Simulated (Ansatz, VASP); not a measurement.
Two plane-wave programs on InSe

Contents of INCAR:

```
SYSTEM = InSe
PREC = Accurate ; ENCUT = 520
EDIFF = 1E-6 ; ISMEAR = 0
SIGMA = 0.02 ; LREAL = .FALSE.
LASPH = .TRUE. ; NELM = 80
ALGO = Normal ; ISIF = 2
LWAVE = .FALSE. ; LCHARG = .TRUE.
LDIPOL = .TRUE. ; IDIPOL = 3
DIPOL = 0.5 0.5 0.500 ; GGA = PE
IVDW = 12 ; LELF = .TRUE.
LVHAR = .TRUE. ; LVACPOTAV = .TRUE.
NBANDS = 27
```

Contents of KPOINTS:

```
Automatic mesh
0
G
  9 9 1
  0 0 0
```

File POSCAR:

```
InSe
1.0
    4.0940000000      0.0000000000      0.0000000000
   -2.0470000000      3.5455080031      0.0000000000
    0.0000000000      0.0000000000     36.7211901288
Se In
2 2
Direct
    0.0000000000      0.0000000000      0.4282428102
    0.0000000000      0.0000000000      0.5717294451
    0.6666666667      0.3333333333      0.4627593992
    0.6666666667      0.3333333333      0.5372129085
```

Input for Ansatz:

```yaml
crystal:
  lattice:
    - [4.094, 0.0, 0.0]
    - [-2.047, 3.5455080031, 0.0]
    - [0.0, 0.0, 36.7211901288]
  atoms:
    - { symbol: Se, position: [0.0, 0.0, 0.4282428102] }
    - { symbol: In, position: [0.6666666667, 0.3333333333, 0.4627593992] }
    - { symbol: In, position: [0.6666666667, 0.3333333333, 0.5372129085] }
    - { symbol: Se, position: [0.0, 0.0, 0.5717294451] }
  periodic: [true, true, false]
basis:
  ecutwfc: 420
kpoints:
  mp_grid: { grid: [9, 9, 1] }
hamiltonian:
  xc: pbe
  dispersion: d3bj
scf:
  occupations: { method: gaussian, width: 0.02 }
output:
  forces: true
  stress: true
  eigenvalues: true
```

Alike in both runs: task single point; functional PBE; dispersion D3(BJ); k mesh 9 × 9 × 1; occupations gaussian, width 0.02 eV; no spin polarisation.

|  | VASP | Ansatz |
| --- | --- | --- |
| version | VASP 6.6.1 | Ansatz 0.2.0 |
| potentials or method | VASP PAW PBE potentials, release 64 (Se, In_d), cutoff 520 eV | scalar-relativistic, plane waves, PAW |
| valence electrons in the cell | 38 | 58 |

|  | VASP | Ansatz | Ansatz less VASP |
| --- | --- | --- | --- |
| gap on the k mesh at the Fermi level (eV) | 1.39 | 1.40 | +0.012 |
| least direct gap on the mesh (eV) | 1.46 | 1.47 | +0.010 |
| rms of the force components (eV/Å) | 0.163 | 0.169 | +0.0062 |

VASP's potentials hold 38 valence electrons a cell and Ansatz's 58, so a difference there can come from the potentials and not from the codes.
